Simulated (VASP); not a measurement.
# ZnS (P6_3mc) in VASP: single point with PBE

Aim: the single point of ZnS with PBE.

Program: VASP 6.6.1. These are calculated values, not measurements. Logs are shortened: lines on timing, memory, paths and dates and some standing lists are left out, and cuts for length are marked.

## 1. The cell of the first run

It takes space group P6_3mc (No. 186, hexagonal). The conventional cell has a = 3.840 Å, b = 3.840 Å, c = 6.244 Å, α = 90.00°, β = 90.00°, γ = 120.00°. Within 3.1 Å of Zn (site symmetry 3m) lie 4 S at 2.35 Å. Within 3.1 Å of S (site symmetry 3m) lie 4 Zn at 2.35 Å.

## 2. Single point, PBE (biaxial xy strain +0.9%)

INCAR reads:

```
  PREC = Accurate
  ENCUT = 520
  EDIFF = 1E-6
  ISMEAR = -1
  SIGMA = 0.02
  LREAL = False
  LASPH = True
  NELM = 100
  ALGO = Normal
  ISIF = 2
  LWAVE = False
  LCHARG = False
  GGA = PE
  NBANDS = 26
```

KPOINTS reads:

```
Automatic mesh
0
Gamma
  12 12 4
```

POSCAR reads:

```
ZnS
1.0
    3.8400804658      0.0000000000      0.0000000000
   -1.9200402329      3.3256072360      0.0000000000
    0.0000000000      0.0000000000      6.2439931319
Zn S
2 2
Direct
    0.3333333333      0.6666666667     -0.0004417113
    0.6666666667      0.3333333333      0.4995582887
    0.3333333333      0.6666666667      0.3754417113
    0.6666666667      0.3333333333      0.8754417113
```

Potentials or basis: VASP PAW PBE potentials, release 64 (Zn, S).

Command:

```bash
cat potpaw_PBE.64/Zn/POTCAR potpaw_PBE.64/S/POTCAR > POTCAR
mpirun -np 1 vasp_std > vasp.out
```

OUTCAR:

```text
PREC = Accurate
   ENCUT = 520
   EDIFF = 1E-6
   ISMEAR = -1
   LREAL = False
   LASPH = True
   NELM = 100
   ISIF = 2
   GGA = PE

 ion  position               nearest neighbor table
   1  0.333  0.667  1.000-   3 2.35   4 2.35   4 2.35   4 2.35
   2  0.667  0.333  0.500-   4 2.35   3 2.35   3 2.35   3 2.35
   3  0.333  0.667  0.375-   1 2.35   2 2.35   2 2.35   2 2.35
   4  0.667  0.333  0.875-   2 2.35   1 2.35   1 2.35   1 2.35

  LATTYP: Found a hexagonal cell.
 ALAT       =     3.8400804658
 C/A-ratio  =     1.6260058057

  Lattice vectors:

 A1 = (   3.8400804658,   0.0000000000,   0.0000000000)
 A2 = (  -1.9200402329,   3.3256072360,   0.0000000000)
 A3 = (   0.0000000000,   0.0000000000,   6.2439931319)

Analysis of symmetry for initial positions (statically):
=====================================================================
 Subroutine PRICEL returns:
 Original cell was already a primitive cell.

 Routine SETGRP: Setting up the symmetry group for a
 hexagonal supercell.

 Subroutine GETGRP returns: Found 12 space group operations
 (whereof  6 operations were pure point group operations)
 out of a pool of 24 trial point group operations.

The static configuration has the point symmetry C_3v.
 The point group associated with its full space group is C_6v.

Analysis of symmetry for dynamics (positions and initial velocities):
=====================================================================
 Subroutine PRICEL returns:
 Original cell was already a primitive cell.

 Routine SETGRP: Setting up the symmetry group for a
 hexagonal supercell.

 Subroutine GETGRP returns: Found 12 space group operations
 (whereof  6 operations were pure point group operations)
 out of a pool of 24 trial point group operations.

The dynamic configuration has the point symmetry C_3v.
 The point group associated with its full space group is C_6v.

 Subroutine INISYM returns: Found 12 space group operations
 (whereof  6 operations are pure point group operations),
 and found     1 'primitive' translations

----------------------------------------------------------------------------------------

                                     Primitive cell

  volume of cell :      79.7395

  direct lattice vectors                    reciprocal lattice vectors
[... 82 lines left out ...]
   PREC   = accura    normal or accurate (medium, high low for compatibility)
   ISTART =      0    job   : 0-new  1-cont  2-samecut
   ICHARG =      2    charge: 1-file 2-atom 10-const
   ISPIN  =      1    spin polarized calculation?
   LNONCOLLINEAR =      F non collinear calculations
   LSORBIT =      F    spin-orbit coupling
   LASPH  =      T    aspherical Exc in radial PAW
   ENCUT  =  520.0 eV  38.22 Ry    6.18 a.u.   7.14  7.14 11.61*2*pi/ulx,y,z
   NELM   =    100;   NELMIN=  2; NELMDL= -5     # of ELM steps
   EDIFF  = 0.1E-05   stopping-criterion for ELM
   LREAL  =      F    real-space projection
[... 7 lines left out ...]
   TEBEG  =    0.0;   TEEND  =   0.0 temperature during run
   PSTRESS=    0.0 pullay stress
   NELECT =      36.0000    total number of electrons
   NUPDOWN=      -1.0000    fix difference up-down
   EMIN   =  10.00;   EMAX   =-10.00  energy-range for DOS
   EFERMI =   0.00;   METHOD = LEGACY
   ISMEAR =    -1;   SIGMA  =   0.02  broadening in eV -4-tet -1-fermi 0-gaus
   EFERMI_NEDOS =   21; number of points for ismear=-14 and -15
   IALGO  =     38    algorithm
   IMIX   =      4    mixing-type and parameters
     AMIX     =   0.40;   BMIX     =  1.00
     AMIX_MAG =   1.60;   BMIX_MAG =  1.00
  volume/ion in A,a.u.               =      19.93       134.53
  Fermi-wavevector in a.u.,A,eV,Ry     =   1.255889  2.373285 21.459871  1.577256
  Thomas-Fermi vector in A             =   2.389623
   LORBIT       =      0    0 simple, 1 ext, 2 COOP (PROOUT), +10 PAW based schemes
   GGA     = PE    functional components
   LHFCALC =     F    Hartree Fock is set to
   AEXX    =    0.0000 exact exchange contribution
   IVDW    =     0    specifies the selected vdW correction
   LEPSILON=     F    determine dielectric tensor
   LRPA    =     F    only Hartree local field effects (RPA)
 non-spin polarized calculation
  energy-cutoff  :      520.00
  volume of cell :       79.74
 maximum number of plane-waves:      2180
 NGX is ok and might be reduce to    30
   NGX = 15   NGY = 15   NGZ = 23

 number of electron      36.0000007 magnetization

 Free energy of the ion-electron system (eV)
  ---------------------------------------------------
  ext. energy  EPLUGINS =         0.00000000
  ---------------------------------------------------
  free energy    TOTEN  =       -13.68867815 eV

  energy without entropy =      -13.68867815  energy(sigma->0) =      -13.68867815

 E-fermi :   2.4406     XC(G=0):  -9.5739

 val. band max:        2.0143191290   @ k =   0.0000   0.0000   0.0000
 cond. band min:       4.1738560963   @ k =   0.0000   0.0000   0.0000
 fundamental gap:      2.1595369673
 Fermi energy:         2.4406281601

 k-point     1 :       0.0000    0.0000    0.0000
  band No.  band energies     occupation
      1     -11.0656      2.00000
      2     -10.1378      2.00000
      3      -4.2709      2.00000
      4      -4.2627      2.00000
      5      -4.2627      2.00000
      6      -4.1828      2.00000
[... 685 lines left out ...]
     25      10.7807      0.00000
     26      11.7655      0.00000

 [... further k-points ...]

------------------------ aborting loop because EDIFF is reached ----------------------------------------

  FORCE on cell =-STRESS in cart. coord.  units (eV):
  Direction    XX          YY          ZZ          XY          YZ          ZX
  --------------------------------------------------------------------------------------
  -------------------------------------------------------------------------------------
  Total        0.3792573      0.3792573      0.8111656      0.0000000      0.0000000      0.0000000
  in kB        7.6202785      7.6202785     16.2984541      0.0000000      0.0000000      0.0000000
  external PRESSURE =      10.5130037 kB  Pullay stress =       0.0000000 kB

 VOLUME and BASIS-vectors are now :
 -----------------------------------------------------------------------------
  energy-cutoff  :      520.00
  volume of cell :       79.74
      direct lattice vectors                 reciprocal lattice vectors
     3.840080466  0.000000000  0.000000000     0.260411210  0.150348482  0.000000000
    -1.920040233  3.325607236  0.000000000     0.000000000  0.300696964  0.000000000
     0.000000000  0.000000000  6.243993132     0.000000000  0.000000000  0.160153924

 POSITION                                       TOTAL-FORCE (eV/Angst)
 -----------------------------------------------------------------------------------
     -0.00000      2.21707      6.24124         0.000000     -0.000000     -0.003002
      1.92004      1.10854      3.11924        -0.000000     -0.000000     -0.003002
     -0.00000      2.21707      2.34426         0.000000     -0.000000      0.003002
      1.92004      1.10854      5.46625         0.000000      0.000000      0.003002
 -----------------------------------------------------------------------------------
    total drift:                               -0.000000     -0.000000     -0.000613

  FREE ENERGIE OF THE ION-ELECTRON SYSTEM (eV)
  ---------------------------------------------------
  free  energy   TOTEN  =       -13.6886781525 eV

  energy  without entropy=      -13.6886781525  energy(sigma->0) =      -13.68867815
```

stdout:

```text
POSCAR found type information on POSCAR ZnS
 POSCAR found :  2 types and       4 ions
 scaLAPACK will be used
 LDA part: xc-table for (Slater+PW92), standard interpolation
 POSCAR, INCAR and KPOINTS ok, starting setup
 FFT: planning ... GRIDC
 FFT: planning ... GRID_SOFT
 FFT: planning ... GRID
 WAVECAR not read
 entering main loop
```

Wall time 2.2 min (1 thread of Intel Xeon 8259CL, shared host); peak memory 0.25 GiB.

Results:

```
Free energy            : -13.6887 eV
Pressure               : 1.1 GPa
Largest force          : 0.003 eV/Å
Band gap on the k mesh : 2.16 eV
```

Forces in eV/Å, atoms in the order of the input:
```
Zn   0.000  0.000 -0.003
Zn   0.000  0.000 -0.003
S    0.000  0.000  0.003
S    0.000  0.000  0.003
```

Levels at points of the mesh, in eV from the valence-band top:
| k point | band 15 | band 16 | band 17 | band 18 | band 19 | band 20 | band 21 | band 22 |
| --- | --- | --- | --- | --- | --- | --- | --- | --- |
| (0.00, 0.00, 0.00) | -0.89 | -0.04 | 0.00 | 0.00 | 2.16 | 3.01 | 6.29 | 6.29 |
| (0.50, 0.00, 0.00) | -3.18 | -2.20 | -1.62 | -0.86 | 3.65 | 4.24 | 5.18 | 6.94 |
| (0.00, 0.00, 0.50) | -0.47 | -0.47 | -0.47 | -0.47 | 3.49 | 3.49 | 6.75 | 6.75 |
| (0.50, 0.00, 0.50) | -1.58 | -1.58 | -1.55 | -1.55 | 3.58 | 3.58 | 5.25 | 5.25 |

Caveat: the cell differs from its parent crystal (biaxial xy strain +0.9%). A k mesh can miss the band edges.
